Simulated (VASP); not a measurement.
# PbS: electric field gradients with LDA

The system is PbS.

```
Pb S
1.0
     0.00000    2.90570    2.96500
     2.90570    0.00000    2.96500
     2.90570    2.90570    0.00000
Pb S
1 1
Direct
  0.00000 0.00000 0.00000
  0.50000 0.50000 0.50000
```

This cell differs from its parent crystal: equal xx and yy strain of -2 %.

| Quantity | Value |
| --- | --- |
| Program | VASP 6.6.1 |
| Task | electric field gradients |
| Functional | LDA |
| Potentials or basis | VASP PAW LDA potentials, release 64 (Pb_d, S) |
| Cutoff | 520 eV |
| k mesh | 8 × 8 × 8 |
| Occupations | fermi-dirac, width 0.01 eV |
| Spin | no spin polarisation |
| Dipole correction | no |
| Further INCAR settings | ALGO = Normal; EDIFF = 1e-08; NBANDS = 17 |

```
Pressure               : -0.1 GPa
Band gap on the k mesh : 0.04 eV, direct
```

Stress tensor (GPa, compression positive):
```
 0.90  0.00  0.00
 0.00  0.90  0.00
 0.00  0.00 -1.94
```

Levels at points of the mesh, in eV from the valence-band top:
```tsv
k point	band 7	band 8	band 9	band 10	band 11	band 12	band 13	band 14
(0.00, 0.00, 0.00)	-6.06	-2.49	-2.49	-2.32	4.82	5.29	5.29	6.40
(0.50, 0.00, 0.00)	-9.25	-2.02	-1.97	0.00	0.04	1.62	1.75	8.46
(0.50, 0.50, 0.00)	-7.32	-5.66	-3.77	-3.77	3.54	5.39	5.74	5.74
(0.50, 0.00, 0.50)	-7.44	-5.69	-3.92	-3.71	3.46	5.40	5.62	5.85
```

Electric field gradients, principal values (V/Å²):
| atom | least | middle | greatest (by size) |
| --- | --- | --- | --- |
| 1 Pb | -30.944 | -30.946 | 61.889 |
| 2 S | -1.474 | -1.474 | 2.948 |

Run time: 41 s on 1 thread of Intel(R) Xeon(R) Platinum 8488C (Sapphire Rapids), with other jobs on the host, peak memory 0.18 GiB.

Caveat: the cell differs from its parent crystal (equal xx and yy strain of -2 %); without QUAD_EFG the Cq values of the log hold for a quadrupole moment of 1 mb, not for the nuclei; spin-orbit coupling is left out, which moves the levels of the heavy elements. A k mesh can miss the band edges.
